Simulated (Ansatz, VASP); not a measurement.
## Sr: VASP beside Ansatz

```
Sr
1.0
     4.21754    0.00000    0.00000
    -1.40585    3.97634    0.00000
    -1.40585   -1.98817    3.44361
Sr
1
Cartesian
  0.0000 0.0000 0.0000
```

Alike in both runs: task single point; functional LDA; k mesh 8 × 8 × 8; no spin polarisation.

|  | VASP | Ansatz |
| --- | --- | --- |
| version | VASP 6.6.1 | Ansatz 0.2.0 |
| potentials or method | VASP PAW LDA potentials, release 64 (Sr_sv) | plane waves, PAW |
| plane-wave cutoff (eV) | 500 | 420 |
| occupations | gaussian, width 0.1 eV | gaussian |
| valence electrons in the cell | 10 | 10 |

```csv
,VASP,Ansatz,Ansatz less VASP
pressure (GPa),-1.9,-1.9,+0.01
```

LDA's correlation is that of Perdew and Zunger in VASP and of Perdew and Wang (1992) in Ansatz.
